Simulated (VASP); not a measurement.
# Mn (P6_3/mmc) in VASP: further runs, part 2 of 2

VASP 6.6.1.

## 3. Single point, PBEsol, collinear spin, ferromagnetic start

File INCAR:

```
SYSTEM = Mn
PREC = Accurate ; ENCUT = 520
EDIFF = 1E-7 ; ISMEAR = -1
SIGMA = 0.05 ; LREAL = .False.
LASPH = .True. ; NELM = 150
ALGO = Normal ; ISIF = 2
LWAVE = .False. ; LCHARG = .True.
ISPIN = 2 ; MAGMOM = 1 1
LORBIT = 11 ; NUPDOWN = 2.0
LMAXMIX = 4 ; GGA = PS
LELF = .True. ; LVHAR = .True.
NBANDS = 24
```

File KPOINTS:

```
Automatic mesh
0
Gamma
  10 10 6
  0 0 0
```

File POSCAR:

```
Mn
1.0
    2.4836457705      0.0000000000      0.0000000000
   -1.2418228853      2.1509003313      0.0000000000
    0.0000000000      0.0000000000      4.0261950000
Mn
2
Direct
    0.3333333333      0.6666666667      0.2500000000
    0.6666666667      0.3333333333      0.7500000000
```

Potentials or basis: VASP PAW PBE potentials, release 64 (Mn_pv).

The run is started by

```
$ cat potpaw_PBE.64/Mn_pv/POTCAR > POTCAR
$ mpirun -np 1 vasp_std > vasp.out
```

OUTCAR:

```text
SYSTEM = Mn
   PREC = Accurate
   ENCUT = 520
   EDIFF = 1E-7
   ISMEAR = -1
   LREAL = .False.
   LASPH = .True.
   NELM = 150
   ISIF = 2
   ISPIN = 2
   LORBIT = 11
   NUPDOWN = 2.0
   GGA = PS

 ion  position               nearest neighbor table
   1  0.333  0.667  0.250-   2 2.47   2 2.47   2 2.47   2 2.47   2 2.47   2 2.47
   2  0.667  0.333  0.750-   1 2.47   1 2.47   1 2.47   1 2.47   1 2.47   1 2.47

  LATTYP: Found a hexagonal cell.
 ALAT       =     2.4836457705
 C/A-ratio  =     1.6210826229

  Lattice vectors:

 A1 = (   2.4836457705,   0.0000000000,   0.0000000000)
 A2 = (  -1.2418228853,   2.1509003313,   0.0000000000)
 A3 = (   0.0000000000,   0.0000000000,   4.0261950000)

Analysis of symmetry for initial positions (statically):
=====================================================================
 Subroutine PRICEL returns:
 Original cell was already a primitive cell.

 Routine SETGRP: Setting up the symmetry group for a
 hexagonal supercell.

 Subroutine GETGRP returns: Found 24 space group operations
 (whereof 12 operations were pure point group operations)
 out of a pool of 24 trial point group operations.

The static configuration has the point symmetry D_3d.
 The point group associated with its full space group is D_6h.

Analysis of symmetry for dynamics (positions and initial velocities):
=====================================================================
 Subroutine PRICEL returns:
 Original cell was already a primitive cell.

 Routine SETGRP: Setting up the symmetry group for a
 hexagonal supercell.

 Subroutine GETGRP returns: Found 24 space group operations
 (whereof 12 operations were pure point group operations)
 out of a pool of 24 trial point group operations.

The dynamic configuration has the point symmetry D_3d.
 The point group associated with its full space group is D_6h.

Analysis of structural, dynamic, and magnetic symmetry:
=====================================================================
 Subroutine PRICEL returns:
 Original cell was already a primitive cell.

 Routine SETGRP: Setting up the symmetry group for a
 hexagonal supercell.

[... 144 lines left out ...]
 Free energy of the ion-electron system (eV)
  ---------------------------------------------------
  ext. energy  EPLUGINS =         0.00000000
  ---------------------------------------------------
  free energy    TOTEN  =       -19.12960382 eV

  energy without entropy =      -19.09828850  energy(sigma->0) =      -19.11394616

 E-fermi :  10.1779     XC(G=0): -14.1703

 val. band max:       10.6380554320   @ k =   0.1000   0.1000   0.3333
 cond. band min:      10.2081963564   @ k =   0.2000   0.0000   0.3333
 fundamental gap:     -0.4298590757
 Fermi energy:        10.6598152905

 spin component 1

 k-point     1 :       0.0000    0.0000    0.0000
  band No.  band energies     occupation
      1     -38.2963      1.00000
      2     -37.6638      1.00000
      3     -37.6638      1.00000
      4     -37.5599      1.00000
      5     -37.5599      1.00000
      6     -37.5234      1.00000
[... 637 lines left out ...]
     23      28.4272      0.00000
     24      30.2584      0.00000

 [... further k-points ...]

 spin component 2

 k-point     1 :       0.0000    0.0000    0.0000
  band No.  band energies     occupation
      1     -37.3334      1.00000
      2     -36.6333      1.00000
      3     -36.6333      1.00000
      4     -36.5389      1.00000
      5     -36.5273      1.00000
      6     -36.5273      1.00000
[... 637 lines left out ...]
     23      28.8616      0.00000
     24      30.6437      0.00000

 [... further k-points ...]
[... 5 lines left out ...]
  --------------------------------------------------------------------------------------
  -------------------------------------------------------------------------------------
  Total       -0.6664922     -0.6664922     -0.4423215      0.0000000     -0.0000000      0.0000000
  in kB      -49.6479063    -49.6479063    -32.9491213      0.0000000     -0.0000000      0.0000000
  external PRESSURE =     -44.0816446 kB  Pullay stress =       0.0000000 kB

 VOLUME and BASIS-vectors are now :
 -----------------------------------------------------------------------------
  energy-cutoff  :      520.00
  volume of cell :       21.51
      direct lattice vectors                 reciprocal lattice vectors
     2.483645770  0.000000000  0.000000000     0.402633907  0.232460795  0.000000000
    -1.241822885  2.150900331  0.000000000     0.000000000  0.464921589  0.000000000
     0.000000000  0.000000000  4.026195000     0.000000000  0.000000000  0.248373464

 POSITION                                       TOTAL-FORCE (eV/Angst)
 -----------------------------------------------------------------------------------
     -0.00000      1.43393      1.00655        -0.000000      0.000000      0.000000
      1.24182      0.71697      3.01965         0.000000     -0.000000      0.000000
 -----------------------------------------------------------------------------------
    total drift:                               -0.000000      0.000000     -0.000000

  FREE ENERGIE OF THE ION-ELECTRON SYSTEM (eV)
  ---------------------------------------------------
  free  energy   TOTEN  =       -19.1296038197 eV

  energy  without entropy=      -19.0982885007  energy(sigma->0) =      -19.11394616

 total charge

# of ion       s       p       d       tot
------------------------------------------
    1        0.430   6.402   5.161  11.993
    2        0.430   6.402   5.161  11.993
--------------------------------------------------
tot          0.859  12.804  10.321  23.985

 magnetization (x)

# of ion       s       p       d       tot
------------------------------------------
    1       -0.002   0.024   0.940   0.962
    2       -0.002   0.024   0.940   0.962
--------------------------------------------------
tot         -0.004   0.047   1.880   1.924
```

OSZICAR:

```text
N       E                     dE             d eps       ncg     rms          rms(c)
DAV:   1     0.242531142452E+03    0.24253E+03   -0.15038E+04  5512   0.154E+03
DAV:   2    -0.129464917676E+02   -0.25548E+03   -0.24400E+03  5432   0.399E+02
DAV:   3    -0.226172034792E+02   -0.96707E+01   -0.96222E+01  6120   0.879E+01
DAV:   4    -0.226939687765E+02   -0.76765E-01   -0.76760E-01  5936   0.773E+00
DAV:   5    -0.226950973604E+02   -0.11286E-02   -0.11286E-02  6144   0.948E-01    0.198E+01
DAV:   6    -0.192583089407E+02    0.34368E+01   -0.98690E+00  5576   0.448E+01    0.383E+00
DAV:   7    -0.191532327334E+02    0.10508E+00   -0.43989E-01  5808   0.872E+00    0.194E+00
DAV:   8    -0.191422088887E+02    0.11024E-01   -0.54670E-03  6016   0.750E-01    0.659E-01
DAV:   9    -0.191298599602E+02    0.12349E-01   -0.20332E-03  5744   0.504E-01    0.162E-01
DAV:  10    -0.191295951826E+02    0.26478E-03   -0.80266E-04  5640   0.292E-01    0.397E-02
DAV:  11    -0.191296053098E+02   -0.10127E-04   -0.20016E-05  6112   0.408E-02    0.229E-02
DAV:  12    -0.191296038909E+02    0.14189E-05   -0.15173E-06  5856   0.981E-03    0.641E-03
DAV:  13    -0.191296031845E+02    0.70649E-06   -0.54382E-07  5880   0.574E-03    0.137E-03
DAV:  14    -0.191296037644E+02   -0.57991E-06   -0.15767E-08  3120   0.124E-03    0.427E-04
DAV:  15    -0.191296038197E+02   -0.55293E-07   -0.30002E-09  2944   0.492E-04
   1 F= -.19129604E+02 E0= -.19113946E+02  d E =-.313153E-01  mag=     2.0000
```

It took 29 s on 1 thread of AMD EPYC 9R45 (Zen 5), shared host; peak memory 0.13 GiB.

Results:

* Free energy: -19.1296 eV
* Pressure: -4.4 GPa
* Net moment: 2.00 μB per cell
* Site moments: Mn +0.96 μB
* Valence electrons inside the program's atomic spheres: Mn 11.99

Caveat: the PAW data sets were made with another functional, which shifts forces and pressure a little; the total moment is fixed, so each spin has its own Fermi level.

## 4. Single point, PBEsol, collinear spin, ferromagnetic start

File INCAR:

```
SYSTEM = Mn
PREC = Accurate ; ENCUT = 520
EDIFF = 1E-7 ; ISMEAR = -1
SIGMA = 0.05 ; LREAL = .FALSE.
LASPH = .TRUE. ; NELM = 150
ALGO = Normal ; ISIF = 2
LWAVE = .FALSE. ; LCHARG = .TRUE.
ISPIN = 2 ; MAGMOM = 2 2
LORBIT = 11 ; NUPDOWN = 4.0
LMAXMIX = 4 ; GGA = PS
LELF = .TRUE. ; LVHAR = .TRUE.
NBANDS = 24
```

File KPOINTS:

```
Automatic mesh
0
G
  10 10 6
  0 0 0
```

POSCAR is that of step 3.

The run is started by

```
$ cat potpaw_PBE.64/Mn_pv/POTCAR > POTCAR
$ mpirun -np 1 vasp_std > vasp.out
```

Run time: 28 s. Hardware: 1 thread of AMD EPYC 9R45 (Zen 5), shared host; peak memory 0.13 GiB.

The run converged. Its results:

* Free energy: -18.4771 eV
* Pressure: 16.2 GPa
* Net moment: 4.00 μB per cell
* Site moments: Mn +1.93 μB
* Valence electrons inside the program's atomic spheres: Mn 12.00

Stress tensor (GPa, compression positive):
```
14.09  0.00  0.00
 0.00 14.09  0.00
 0.00  0.00 20.57
```

Caveat: the PAW data sets were made with another functional, which shifts forces and pressure a little; the total moment is fixed, so each spin has its own Fermi level.

## 5. Summary

```csv
spin,fixed moment (μB),pressure (GPa),moment (μB)
"collinear, zero start",0.0,-11.7,0.00
"collinear, ferromagnetic start",2.0,-4.4,2.00
"collinear, ferromagnetic start",4.0,16.2,4.00
```

Alike in all rows: task single point; level PBEsol; potentials or basis VASP PAW PBE potentials, release 64 (Mn_pv); cell as given; k mesh 10 × 10 × 6; cutoff (eV) 520; smearing fermi-dirac 0.05 eV.

Caveats: the PAW data sets were made with another functional, which shifts forces and pressure a little; the total moment is fixed, so each spin has its own Fermi level.

Absolute energies hang on the potentials; compare differences alone.
